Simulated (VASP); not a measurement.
Here is a VASP 6.6.1 calculation.

The input INCAR:

```
SYSTEM = Na
PREC     = Accurate       ! precision mode
ENCUT    = 520            ! plane-wave cutoff, eV
EDIFF    = 1E-6           ! SCF threshold, eV
ISMEAR   = 0              ! smearing method
SIGMA    = 0.1            ! smearing width, eV
LREAL    = .FALSE.        ! projectors in reciprocal space
LASPH    = .TRUE.         ! aspherical terms in the spheres
NELM     = 100            ! most SCF steps
ALGO     = Normal         ! electronic algorithm
ISIF     = 2              ! what is computed and relaxed
LWAVE    = .FALSE.        ! write WAVECAR
LCHARG   = .FALSE.        ! write CHGCAR
GGA      = PS             ! functional
NBANDS   = 14             ! bands
```

Contents of KPOINTS:

```
Automatic mesh
0
G
  6 6 4
  0 0 0
```

The input POSCAR:

```
Na
1.0
    3.6887707041      0.0000000000      0.0000000000
   -1.8443853520      3.1945691385      0.0000000000
    0.0000000000      0.0000000000      6.2691940000
Na
2
Direct
    0.3333333300      0.6666666700      0.2500000000
    0.6666666700      0.3333333300      0.7500000000
```

Potentials or basis: VASP PAW PBE potentials, release 64 (Na_pv).

Command:

```bash
$ cat potpaw_PBE.64/Na_pv/POTCAR > POTCAR
$ mpirun -np 1 vasp_std > vasp.out
```

Problem. What does it give for the pressure?

Solution. -0.1 GPa.

Problem. Estimate the band gap on the k mesh.

Solution. Zero (band 7 reaches 2.46 eV, above the bottom of band 8 at -1.99 eV).

Stress tensor (GPa, compression positive):
```
 0.47  0.00  0.00
 0.00  0.47  0.00
 0.00  0.00 -1.19
```

Caveat: the PAW data sets were made with another functional, which shifts forces and pressure a little.
